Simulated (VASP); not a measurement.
# MgO (Cmcm) in VASP: a series of runs

Runs on MgO. Level: PBEsol. Tasks: single point.

Everything below comes from runs of VASP 6.6.1. Logs are shortened: lines on timing, memory, paths and dates and some standing lists are left out, and cuts for length are marked.

## 1. The cell of the first run

It takes space group Cmcm (No. 63, orthorhombic). The conventional cell has a = 3.535 Å, b = 6.124 Å, c = 4.097 Å, α = 90.00°, β = 90.00°, γ = 90.00°. Mg (site symmetry m2m) has 5 O at 2.04 to 2.05 Å within 2.7 Å. O (site symmetry m2m) has 5 Mg at 2.04 to 2.05 Å within 2.7 Å.

## 2. Single point, PBEsol (mode 5 frozen in at +0.024 Å, strain +e along z and -e/2 along x and y -0.0233)

The input, INCAR:

```
PREC = Accurate
ENCUT = 520
EDIFF = 1E-6
ISMEAR = 0
SIGMA = 0.05
LREAL = False
LASPH = True
NELM = 80
ALGO = Normal
ISIF = 2
LWAVE = False
LCHARG = False
GGA = PS
NBANDS = 16
```

The input, KPOINTS:

```
regular mesh
0
Gamma
  9 9 6
```

The input, POSCAR:

```
MgO
1.0
    3.5354804147      0.0000000000      0.0000000000
   -1.7677402074      3.0618158537      0.0000000000
    0.0000000000      0.0000000000      4.0969764116
Mg O
2 2
Direct
    0.6706976504      0.3413953009      0.7500000000
    0.3293023496      0.6586046991      0.2500000000
    0.6636986988      0.3273973975      0.2500000000
    0.3363013012      0.6726026025      0.7500000000
```

Potentials or basis: VASP PAW PBE potentials, release 64 (Mg, O).

Started as:

```console
cat potpaw_PBE.64/Mg/POTCAR potpaw_PBE.64/O/POTCAR > POTCAR
mpirun -np 1 vasp_std > vasp.out
```

OUTCAR:

```text
PREC = Accurate
   ENCUT = 520
   EDIFF = 1E-6
   ISMEAR = 0
   LREAL = False
   LASPH = True
   NELM = 80
   ISIF = 2
   GGA = PS

 ion  position               nearest neighbor table
   1  0.671  0.341  0.750-   4 2.04   4 2.04   4 2.05   3 2.05   3 2.05   2 2.87   2 2.87   2 2.87
                             2 2.87   2 2.93   2 2.93
   2  0.329  0.659  0.250-   3 2.04   3 2.04   3 2.05   4 2.05   4 2.05   1 2.87   1 2.87   1 2.87
                             1 2.87   1 2.93   1 2.93
   3  0.664  0.327  0.250-   2 2.04   2 2.04   2 2.05   1 2.05   1 2.05
   4  0.336  0.673  0.750-   1 2.04   1 2.04   1 2.05   2 2.05   2 2.05

  LATTYP: Found a hexagonal cell.
 ALAT       =     3.5354804147
 C/A-ratio  =     1.1588174537

  Lattice vectors:

 A1 = (   3.5354804147,   0.0000000000,   0.0000000000)
 A2 = (  -1.7677402074,   3.0618158537,   0.0000000000)
 A3 = (   0.0000000000,   0.0000000000,   4.0969764116)

Analysis of symmetry for initial positions (statically):
=====================================================================
 Subroutine PRICEL returns:
 Original cell was already a primitive cell.

 Routine SETGRP: Setting up the symmetry group for a
 hexagonal supercell.

 Subroutine GETGRP returns: Found  8 space group operations
 (whereof  4 operations were pure point group operations)
 out of a pool of 24 trial point group operations.

The static configuration has the point symmetry C_2h.
 The point group associated with its full space group is D_2h.

Analysis of symmetry for dynamics (positions and initial velocities):
=====================================================================
 Subroutine PRICEL returns:
 Original cell was already a primitive cell.

 Routine SETGRP: Setting up the symmetry group for a
 hexagonal supercell.

 Subroutine GETGRP returns: Found  8 space group operations
 (whereof  4 operations were pure point group operations)
 out of a pool of 24 trial point group operations.

The dynamic configuration has the point symmetry C_2h.
 The point group associated with its full space group is D_2h.

 Subroutine INISYM returns: Found  8 space group operations
 (whereof  4 operations are pure point group operations),
 and found     1 'primitive' translations

----------------------------------------------------------------------------------------

                                     Primitive cell

  volume of cell :      44.3497

  direct lattice vectors                    reciprocal lattice vectors
     3.535480415  0.000000000  0.000000000     0.282846992  0.163301787  0.000000000
    -1.767740207  3.061815854  0.000000000     0.000000000  0.326603574  0.000000000
     0.000000000  0.000000000  4.096976412     0.000000000  0.000000000  0.244082440

  length of vectors
     3.535480415  3.535480415  4.096976412     0.326603574  0.326603574  0.244082440

  position of ions in fractional coordinates (direct lattice)
     0.670697650  0.341395301  0.750000000
     0.329302350  0.658604699  0.250000000
     0.663698699  0.327397398  0.250000000
     0.336301301  0.672602602  0.750000000

  ion indices of the primitive-cell ions
   primitive index   ion index
                 1           1
                 2           2
                 3           3
                 4           4

----------------------------------------------------------------------------------------

 KPOINTS: regular mesh

Automatic generation of k-mesh.
 Grid dimensions read from file:
 generate k-points for:    9    9    6

 Generating k-lattice:

  Cartesian coordinates                     Fractional coordinates (reciprocal lattice)
     0.031427444  0.018144643  0.000000000     0.111111111 -0.000000000  0.000000000
     0.000000000  0.036289286  0.000000000     0.000000000  0.111111111  0.000000000
     0.000000000  0.000000000  0.040680407     0.000000000  0.000000000  0.166666667

  Length of vectors
     0.036289286  0.036289286  0.040680407

  Shift w.r.t. Gamma in fractional coordinates (k-lattice)
     0.000000000  0.000000000  0.000000000

 Subroutine IBZKPT returns following result:
 ===========================================

 Found    100 irreducible k-points:

 Following reciprocal coordinates:
            Coordinates               Weight
  0.000000  0.000000  0.000000      1.000000
  0.111111 -0.000000  0.000000      4.000000
  0.000000  0.111111  0.000000      2.000000
  0.222222 -0.000000  0.000000      4.000000
  0.000000  0.222222  0.000000      2.000000
  0.333333  0.000000  0.000000      4.000000
[... 16 lines left out ...]
 -0.222222 -0.444444  0.000000      4.000000
  0.444444  0.333333  0.000000      4.000000
 [... further k-points ...]
   k-points           NKPTS =    100   k-points in BZ     NKDIM =    100   number of bands    NBANDS=     16
   number of dos      NEDOS =    301   number of ions     NIONS =      4
   total plane-waves  NPLWV =  23520
   dimension x,y,z NGX =    28 NGY =   28 NGZ =   30
   dimension x,y,z NGXF=    56 NGYF=   56 NGZF=   60
   ions per type =               2   2
   NGX,Y,Z   is equivalent  to a cutoff of  13.17, 13.17, 12.17 a.u.
   NGXF,Y,Z  is equivalent  to a cutoff of  26.33, 26.33, 24.35 a.u.
 SYSTEM =  unknown system
   PREC   = accura    normal or accurate (medium, high low for compatibility)
   ISTART =      0    job   : 0-new  1-cont  2-samecut
   ICHARG =      2    charge: 1-file 2-atom 10-const
   ISPIN  =      1    spin polarized calculation?
   LNONCOLLINEAR =      F non collinear calculations
   LSORBIT =      F    spin-orbit coupling
   LASPH  =      T    aspherical Exc in radial PAW
   ENCUT  =  520.0 eV  38.22 Ry    6.18 a.u.   6.57  6.57  7.62*2*pi/ulx,y,z
   NELM   =     80;   NELMIN=  2; NELMDL= -5     # of ELM steps
   EDIFF  = 0.1E-05   stopping-criterion for ELM
   LREAL  =      F    real-space projection
   EDIFFG = 0.1E-04   stopping-criterion for IOM
   NSW    =      0    number of steps for IOM
   IBRION =     -1    ionic relax: 0-MD 1-quasi-New 2-CG
   NFREE  =      0    steps in history (QN), initial steepest desc. (CG)
   ISIF   =      2    stress and relaxation
   ISYM   =      2    0-nonsym 1-usesym 2-fastsym
   POTIM  = 0.5000    time-step for ionic-motion
   TEBEG  =    0.0;   TEEND  =   0.0 temperature during run
   PSTRESS=    0.0 pullay stress
   NELECT =      16.0000    total number of electrons
   NUPDOWN=      -1.0000    fix difference up-down
   EMIN   =  10.00;   EMAX   =-10.00  energy-range for DOS
   EFERMI =   0.00;   METHOD = LEGACY
   ISMEAR =     0;   SIGMA  =   0.05  broadening in eV -4-tet -1-fermi 0-gaus
   EFERMI_NEDOS =   21; number of points for ismear=-14 and -15
   IALGO  =     38    algorithm
   IMIX   =      4    mixing-type and parameters
     AMIX     =   0.40;   BMIX     =  1.00
     AMIX_MAG =   1.60;   BMIX_MAG =  1.00
  volume/ion in A,a.u.               =      11.09        74.82
  Fermi-wavevector in a.u.,A,eV,Ry     =   1.165425  2.202335 18.479658  1.358217
  Thomas-Fermi vector in A             =   2.301951
   LORBIT       =      0    0 simple, 1 ext, 2 COOP (PROOUT), +10 PAW based schemes
   GGA     = PS    functional components
   LHFCALC =     F    Hartree Fock is set to
   AEXX    =    0.0000 exact exchange contribution
   IVDW    =     0    specifies the selected vdW correction
   LEPSILON=     F    determine dielectric tensor
   LRPA    =     F    only Hartree local field effects (RPA)
 non-spin polarized calculation
 Gauss-broadening in eV      SIGMA  =   0.05
  energy-cutoff  :      520.00
  volume of cell :       44.35
 maximum number of plane-waves:      1228
   NGX = 13   NGY = 13   NGZ = 15

 number of electron      15.9999997 magnetization

 Free energy of the ion-electron system (eV)
  ---------------------------------------------------
  ext. energy  EPLUGINS =         0.00000000
  ---------------------------------------------------
  free energy    TOTEN  =       -24.73222452 eV

  energy without entropy =      -24.73222452  energy(sigma->0) =      -24.73222452

 E-fermi :   2.0483     XC(G=0): -10.2645

 val. band max:        1.7667095412   @ k =   0.0000   0.0000   0.0000
 cond. band min:       5.0769033396   @ k =   0.0000   0.0000   0.0000
 fundamental gap:      3.3101937984
 Fermi energy:         2.0483041790

 k-point     1 :       0.0000    0.0000    0.0000
  band No.  band energies     occupation
      1     -15.0274      2.00000
      2     -13.5647      2.00000
      3      -1.7750      2.00000
      4       0.0062      2.00000
      5       0.0378      2.00000
      6       1.0059      2.00000
[... 8 lines left out ...]
     15      17.0660      0.00000
     16      17.2522      0.00000

 k-point     2 :       0.1111   -0.0000    0.0000
  band No.  band energies     occupation
      1     -14.9681      2.00000
      2     -13.5793      2.00000
      3      -1.6833      2.00000
      4      -0.1604      2.00000
      5      -0.0797      2.00000
      6       0.7312      2.00000
[... 8 lines left out ...]
     15      16.6407      0.00000
     16      16.8167      0.00000

 k-point     3 :       0.0000    0.1111    0.0000
  band No.  band energies     occupation
      1     -14.9672      2.00000
      2     -13.5809      2.00000
      3      -1.6815      2.00000
      4      -0.1675      2.00000
      5      -0.0667      2.00000
      6       0.7866      2.00000
[... 8 lines left out ...]
     15      16.7145      0.00000
     16      16.8810      0.00000

 k-point     4 :       0.2222   -0.0000    0.0000
  band No.  band energies     occupation
      1     -14.8038      2.00000
      2     -13.6286      2.00000
      3      -1.4208      2.00000
      4      -0.7177      2.00000
      5      -0.2854      2.00000
      6       0.3329      2.00000
[... 8 lines left out ...]
     15      15.7117      0.00000
     16      16.5378      0.00000
[... 324 lines left out ...]
 k-point    22 :       0.3333    0.2222    0.0000
  band No.  band energies     occupation
      1     -14.2547      2.00000
      2     -13.9196      2.00000
      3      -1.7933      2.00000
      4      -0.5433      2.00000
      5      -0.4078      2.00000
      6      -0.0894      2.00000
[... 8 lines left out ...]
     15      16.4021      0.00000
     16      16.4022      0.00000

 k-point    23 :      -0.2222   -0.4444    0.0000
  band No.  band energies     occupation
      1     -14.2392      2.00000
      2     -13.9373      2.00000
      3      -1.7720      2.00000
      4      -0.5375      2.00000
      5      -0.3743      2.00000
      6      -0.1064      2.00000
[... 8 lines left out ...]
     15      16.1533      0.00000
     16      16.5153      0.00000

 k-point    24 :       0.4444    0.3333    0.0000
  band No.  band energies     occupation
      1     -14.2639      2.00000
      2     -13.9090      2.00000
      3      -1.8048      2.00000
      4      -0.5479      2.00000
      5      -0.4278      2.00000
      6      -0.0829      2.00000
[... 8 lines left out ...]
     15      16.4311      0.00000
     16      16.5222      0.00000

 [... further k-points ...]
[... 5 lines left out ...]
  --------------------------------------------------------------------------------------
  -------------------------------------------------------------------------------------
  Total       -0.5058939     -0.6096549      1.2716362      0.0000000      0.0000000      0.0000000
  in kB      -18.2759138    -22.0243813     45.9391000      0.0000000      0.0000000      0.0000000
  external PRESSURE =       1.8796016 kB  Pullay stress =       0.0000000 kB

 VOLUME and BASIS-vectors are now :
 -----------------------------------------------------------------------------
  energy-cutoff  :      520.00
  volume of cell :       44.35
      direct lattice vectors                 reciprocal lattice vectors
     3.535480415  0.000000000  0.000000000     0.282846992  0.163301787  0.000000000
    -1.767740207  3.061815854  0.000000000     0.000000000  0.326603574  0.000000000
     0.000000000  0.000000000  4.096976412     0.000000000  0.000000000  0.244082440

 POSITION                                       TOTAL-FORCE (eV/Angst)
 -----------------------------------------------------------------------------------
      1.76774      1.04529      3.07273         0.000000     -0.177718     -0.000000
      0.00000      2.01653      1.02424        -0.000000      0.177718      0.000000
      1.76774      1.00243      1.02424        -0.000000      0.104028      0.000000
     -0.00000      2.05939      3.07273         0.000000     -0.104028      0.000000
 -----------------------------------------------------------------------------------
    total drift:                                0.000000     -0.000000      0.000000

  FREE ENERGIE OF THE ION-ELECTRON SYSTEM (eV)
  ---------------------------------------------------
  free  energy   TOTEN  =       -24.7322245231 eV

  energy  without entropy=      -24.7322245231  energy(sigma->0) =      -24.73222452
```

Wall time 24 s (1 thread of Intel Xeon 6975P-C (Granite Rapids), shared host); peak memory 0.2 GiB.

What came out:

```yaml
Free_energy: -24.7322 eV
Pressure: 0.2 GPa
Largest_force: 0.178 eV/Å
Band_gap_on_the_k_mesh: 3.31 eV, direct
```

Forces in eV/Å, atoms in the order of the input:
```
Mg   0.000 -0.178  0.000
Mg   0.000  0.178  0.000
O    0.000  0.104  0.000
O    0.000 -0.104  0.000
```

Caveat: the cell differs from its parent crystal (mode 5 frozen in at +0.024 Å, strain +e along z and -e/2 along x and y -0.0233); the PAW data sets were made with another functional, which shifts forces and pressure a little.

(Part 1 of 2 ends here.)
